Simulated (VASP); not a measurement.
## FeCo: single point with PBE

The system is FeCo.

```
CELL_PARAMETERS angstrom
2.88061 0.00000 0.00000
0.00000 2.88061 0.00000
0.00000 0.00000 2.88061
ATOMIC_POSITIONS crystal
Fe 0.50000 0.50000 0.50000
Co 0.00000 0.00000 0.00000
```

| Quantity | Value |
| --- | --- |
| Program | VASP 6.6.1 |
| Task | single point |
| Functional | PBE |
| Potentials or basis | VASP PAW PBE potentials, release 64 (Fe, Co) |
| Cutoff | 600 eV |
| k mesh | 11 × 11 × 11 |
| Occupations | fermi-dirac, width 0.05 eV |
| Spin | collinear spin, ferromagnetic start |
| Starting moments | [3.0, 2.0] μB |

The pressure is -7.1 GPa and the net moment is 4.54 μB per cell. The site moments are Fe +2.81; Co +1.77 μB and the valence electrons inside the program's atomic spheres are Fe 7.08; Co 8.17.

Levels at points of the mesh, in eV from the Fermi level:
Spin up:
| k point | band 7 | band 8 | band 9 | band 10 | band 11 | band 12 | band 13 | band 14 | band 15 | band 16 |
| --- | --- | --- | --- | --- | --- | --- | --- | --- | --- | --- |
| (0.00, 0.00, 0.00) | -2.06 | -2.06 | -1.00 | -1.00 | -1.00 | 8.82 | 8.82 | 8.82 | 14.27 | 14.27 |
Spin down:
| k point | band 2 | band 3 | band 4 | band 5 | band 6 | band 7 | band 8 | band 9 | band 10 | band 11 |
| --- | --- | --- | --- | --- | --- | --- | --- | --- | --- | --- |
| (0.00, 0.00, 0.00) | -3.32 | -3.32 | -1.13 | -1.13 | -1.13 | 0.77 | 0.77 | 1.42 | 1.42 | 1.42 |

It took 43 s on 1 thread of AMD EPYC 7R13 Processor (Zen 3), with other jobs on the host, peak memory 0.16 GiB.

Caveat: the cell stands under tension.
